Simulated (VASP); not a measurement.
# Al2Ni (P-3m1) in VASP: a series of runs, part 2 of 2

VASP 6.6.1.

### Step 4. Relaxation of cell and atoms, PBE, collinear spin, ferromagnetic start

This run uses another cell than the first one, of 11.59 Å³/atom, 0.833 times its volume.

File INCAR:

```
PREC = Accurate ; ENCUT = 600
EDIFF = 1E-7 ; ISMEAR = 0
SIGMA = 0.1 ; LREAL = False
LASPH = True ; NELM = 150
ALGO = Normal ; ISIF = 3
LWAVE = False ; LCHARG = False
ISPIN = 2 ; MAGMOM = 0 0 2
LORBIT = 11 ; LMAXMIX = 4
GGA = PE ; IBRION = 2
NSW = 90 ; EDIFFG = -0.04
```

File KPOINTS:

```
Automatic mesh
0
Gamma
  6 6 4
```

File POSCAR:

```
Al2Ni
1.0
    2.9531997700      0.0000000000      0.0000000000
   -1.4765998800      2.5575460200      0.0000000000
    0.0000000000      0.0000000000      4.6026012800
Al Ni
2 1
Direct
    0.3333333300      0.6666666700      0.2451610000
    0.6666666700      0.3333333300      0.7548390000
    0.0000000000      0.0000000000      0.5000000000
```

On the command line:

```bash
$ cat potpaw_PBE.64/Al/POTCAR potpaw_PBE.64/Ni/POTCAR > POTCAR
$ mpirun -np 1 vasp_std > vasp.out
```

It took 6.3 min on 1 thread of Intel Xeon Platinum 8259CL at 2.50GHz (Skylake/Cascade Lake), shared host; peak memory 0.2 GiB.

It converged, with:

```yaml
Free_energy: -13.9567 eV
Relaxed_volume: 13.92 Å³/atom
Relaxed_cell: a = 2.828 Å, b = 2.828 Å, c = 6.030 Å, α = 90.00°, β = 90.00°, γ = 120.00°
Space_group_after_relaxing_to_0.05_Å: P-3m1 (No. 164)
Energy_gained_by_relaxing: 1295.2 meV/atom
Ionic_steps: 17
Pressure_after_relaxing: -0.1 GPa
Largest_force_after_relaxing: 0.008 eV/Å
Band_gap_on_the_k_mesh: zero (filled and empty bands overlap)
Net_moment: 0.00 μB per cell
Valence_electrons_inside_the_program's_atomic_spheres: Al 0.80; Ni 9.33
```

Forces on the atoms (eV/Å):
```
Al   0.000  0.000 -0.008
Al   0.000  0.000  0.008
Ni   0.000  0.000  0.000
```

Stress tensor (GPa, compression positive):
```
-0.21  0.00  0.00
 0.00 -0.21  0.00
 0.00  0.00  0.13
```

Step by step:
| step | energy change (eV) | largest force (eV/Å) | pressure (GPa) | volume (Å³) |
| --- | --- | --- | --- | --- |
| 1 | 0.0000 | 5.7929 | 72.70 | 34.76 |
| 2 | -1.2849 | 0.9378 | -15.65 | 68.49 |
| 3 | -2.9140 | 0.0031 | -3.42 | 48.97 |
| 4 | -2.9247 | 0.0991 | -1.91 | 48.23 |
| 5 | -2.9275 | 0.1862 | -0.70 | 47.64 |
| 6 | -3.0437 | 0.4355 | -1.53 | 47.40 |
| 7 | -3.4701 | 0.5300 | -4.27 | 46.39 |
| 8 | -3.7457 | 0.2616 | -4.28 | 43.24 |
| 9 | -3.8099 | 0.3590 | -5.81 | 44.67 |
| 10 | -3.8603 | 0.3318 | -2.18 | 42.64 |
| 11 | -3.8611 | 0.3312 | -1.65 | 42.39 |
| 12 | -3.8782 | 0.2532 | -0.43 | 41.95 |
| 13 | -3.8827 | 0.1841 | 0.65 | 41.60 |
| 14 | -3.8827 | 0.1804 | 0.70 | 41.58 |
| 15 | -3.8849 | 0.0798 | 0.06 | 41.75 |
| 16 | -3.8851 | 0.0243 | -0.30 | 41.85 |
| 17 | -3.8855 | 0.0081 | -0.10 | 41.77 |

Final structure:
```
Al Ni
1.0
     2.82807    0.00000    0.00000
    -1.41403    2.44918    0.00000
     0.00000    0.00000    6.02987
Al Ni
2 1
Cartesian
  0.0000 1.6328 1.1464
  1.4140 0.8164 4.8834
  0.0000 0.0000 3.0149
```

Levels at points of the mesh, in eV from the Fermi level:
Spin up:
```
           k point  band 6  band 7  band 8  band 9  band 10  band 11
(0.00, 0.00, 0.00)   -1.71   -1.39   -1.39    4.72     7.06    11.65
(0.50, 0.00, 0.00)   -1.56   -1.12   -0.60   -0.40     1.77     2.14
(0.00, 0.00, 0.50)   -1.71   -1.39   -1.39    0.86    11.71    11.94
(0.50, 0.00, 0.50)   -1.96   -1.71   -0.60    0.40     3.54     4.77
```
Spin down:
| k point | band 6 | band 7 | band 8 | band 9 | band 10 | band 11 |
| --- | --- | --- | --- | --- | --- | --- |
| (0.00, 0.00, 0.00) | -1.71 | -1.39 | -1.39 | 4.72 | 7.06 | 11.65 |
| (0.50, 0.00, 0.00) | -1.56 | -1.12 | -0.60 | -0.40 | 1.77 | 2.14 |
| (0.00, 0.00, 0.50) | -1.71 | -1.39 | -1.39 | 0.86 | 11.71 | 11.94 |
| (0.50, 0.00, 0.50) | -1.96 | -1.71 | -0.60 | 0.40 | 3.54 | 4.77 |

Caveat: the k points lie up to 0.43 Å⁻¹ apart in the final cell; the starting moments collapsed, and a magnetic state may lie lower; the volume moved by over 15 % at a fixed basis, so the end points are rough.

### Step 5. Relaxation of cell and atoms, PBE

File INCAR:

```
ALGO = Fast ; EDIFF = 1E-6
EDIFFG = -0.01 ; ENCUT = 600
GGA = PE ; IBRION = 2
ISIF = 3 ; ISMEAR = 0
LASPH = True ; LCHARG = False
LREAL = False ; LWAVE = False
NELM = 60 ; NSW = 100
PREC = Accurate ; SIGMA = 0.1
```

File KPOINTS:

```
k-points
0
Gamma
  18 18 8
```

File POSCAR:

```
Al2Ni
1.0
    2.8259734707      0.0000000000      0.0000000000
   -1.4129867353      2.4473648160      0.0000000000
    0.0000000000      0.0000000000      6.0310115926
Al Ni
2 1
Direct
    0.3333333333      0.6666666667      0.1897942534
    0.6666666667      0.3333333333      0.8102057466
    0.0000000000      0.0000000000      0.5000000000
```

Potentials or basis: VASP PAW PBE potentials, release 64 (Al, Ni).

On the command line:

```bash
$ cat potpaw_PBE.64/Al/POTCAR potpaw_PBE.64/Ni/POTCAR > POTCAR
$ mpirun -np 1 vasp_std > vasp.out
```

OUTCAR:

```text
EDIFF = 1E-6
   EDIFFG = -0.01
   ENCUT = 600
   GGA = PE
   IBRION = 2
   ISIF = 3
   ISMEAR = 0
   LASPH = True
   LREAL = False
   NELM = 60
   NSW = 100
   PREC = Accurate

 ion  position               nearest neighbor table
   1  0.333  0.667  0.190-   3 2.48   3 2.48   3 2.48   2 2.81   2 2.81   2 2.81
   2  0.667  0.333  0.810-   3 2.48   3 2.48   3 2.48   1 2.81   1 2.81   1 2.81
   3  0.000  0.000  0.500-   1 2.48   2 2.48   1 2.48   2 2.48   2 2.48   1 2.48

  LATTYP: Found a hexagonal cell.
 ALAT       =     2.8259734707
 C/A-ratio  =     2.1341359553

  Lattice vectors:

 A1 = (   2.8259734707,   0.0000000000,   0.0000000000)
 A2 = (  -1.4129867353,   2.4473648160,   0.0000000000)
 A3 = (   0.0000000000,   0.0000000000,   6.0310115926)

Analysis of symmetry for initial positions (statically):
=====================================================================
 Subroutine PRICEL returns:
 Original cell was already a primitive cell.
[... 341 lines left out ...]
  band No.  band energies     occupation
      1      -2.2098      2.00000
      2       1.3632      2.00000
      3       2.4158      2.00000
      4       6.1734      2.00000
      5       6.9082      2.00000
      6       6.9082      2.00000
      7       7.2204      2.00000
      8       7.2204      2.00000
      9      12.9766      0.00000
     10      15.3552      0.00000
     11      20.5155      0.00000
     12      20.5155      0.00000
[... 331 lines left out ...]
 k-point    24 :       0.3889    0.1111    0.0000
  band No.  band energies     occupation
      1       2.7374      2.00000
      2       4.6368      2.00000
      3       5.0114      2.00000
      4       5.8809      2.00000
      5       6.5338      2.00000
      6       7.2087      2.00000
      7       7.3516      2.00000
      8       7.8142      2.00000
      9       8.5974      1.62343
     10      10.7092      0.00000
     11      11.5217      0.00000
     12      12.8608      0.00000

 [... further k-points ...]
[... 5 lines left out ...]
  --------------------------------------------------------------------------------------
  -------------------------------------------------------------------------------------
  Total       -0.0151652     -0.0151652     -0.0031299     -0.0000000      0.0000000     -0.0000000
  in kB       -0.5834116     -0.5834116     -0.1204070     -0.0000000      0.0000000     -0.0000000
  external PRESSURE =      -0.4290767 kB  Pullay stress =       0.0000000 kB
[... 18 lines left out ...]
  FREE ENERGIE OF THE ION-ELECTRON SYSTEM (eV)
  ---------------------------------------------------
  free  energy   TOTEN  =       -13.8924612926 eV

  energy  without entropy=      -13.8855718627  energy(sigma->0) =      -13.88901658

 reached required accuracy - stopping structural energy minimisation
```

OSZICAR:

```text
N       E                     dE             d eps       ncg     rms          rms(c)
DAV:   1     0.542532910778E+02    0.54253E+02   -0.75705E+03  6384   0.149E+03
DAV:   2    -0.130586862009E+02   -0.67312E+02   -0.62253E+02  6432   0.229E+02
[... 43 lines left out ...]
       N       E                     dE             d eps       ncg     rms          rms(c)
DAV:   1    -0.138924737775E+02   -0.19357E-04   -0.59662E-04  7372   0.244E-01    0.330E-02
RMM:   2    -0.138924956399E+02   -0.21862E-04   -0.12860E-04  6389   0.152E-01    0.542E-02
RMM:   3    -0.138924633121E+02    0.32328E-04   -0.63632E-05  6378   0.133E-01    0.136E-02
RMM:   4    -0.138924612073E+02    0.21047E-05   -0.52598E-06  5790   0.257E-02    0.182E-03
RMM:   5    -0.138924612926E+02   -0.85250E-07   -0.14034E-06  3650   0.155E-02
   5 F= -.13892461E+02 E0= -.13889017E+02  d E =-.152635E-03
```

CONTCAR:

```text
Al2Ni
   1.00000000000000
     2.8092145315818429   -0.0000000000003429   -0.0000000000000000
    -1.4046072657415150    2.4328511489842088    0.0000000000000000
    -0.0000000000000000   -0.0000000000000000    6.0937193203220597
  Al              Ni
     2     1
Direct
     0.3333333332999970    0.6666666667000030    0.1923217492879989
     0.6666666667000030    0.3333333332999970    0.8076782507120011
     0.0000000000000000    0.0000000000000000    0.5000000000000000

  0.00000000E+00  0.00000000E+00  0.00000000E+00
  0.00000000E+00  0.00000000E+00  0.00000000E+00
  0.00000000E+00  0.00000000E+00  0.00000000E+00
```

Wall time 6.7 min (1 thread of Intel Xeon Platinum 8259CL at 2.50GHz (Skylake/Cascade Lake), shared host); peak memory 0.32 GiB.

Results:

```
Free energy                            : -13.8925 eV
Relaxed volume                         : 13.88 Å³/atom
Relaxed cell                           : a = 2.809 Å, b = 2.809 Å, c = 6.094 Å, α = 90.00°, β = 90.00°, γ = 120.00°
Space group after relaxing (to 0.05 Å) : P-3m1 (No. 164)
Energy gained by relaxing              : 2.4 meV/atom
Ionic steps                            : 5
Pressure after relaxing                : 0.0 GPa
Band gap on the k mesh                 : zero (band 8 reaches 9.38 eV, above the bottom of band 9 at 8.04 eV)
```

Forces in eV/Å, atoms in the order of the input:
```
Al   0.000  0.000 -0.003
Al   0.000  0.000  0.003
Ni   0.000  0.000  0.000
```

The path:
```
step  energy change (eV)  largest force (eV/Å)  pressure (GPa)  volume (Å³)
   1              0.0000                0.1828           -0.05        41.71
   2             -0.0065                0.0765           -0.22        41.68
   3             -0.0071                0.0385           -0.02        41.67
   4             -0.0072                0.0089           -0.17        41.65
   5             -0.0072                0.0028           -0.04        41.65
```

Final structure:
```
CELL_PARAMETERS angstrom
2.80921 0.00000 0.00000
-1.40461 2.43285 0.00000
0.00000 0.00000 6.09372
ATOMIC_POSITIONS crystal
Al 0.33333 0.66667 0.19232
Al 0.66667 0.33333 0.80768
Ni 0.00000 0.00000 0.50000
```
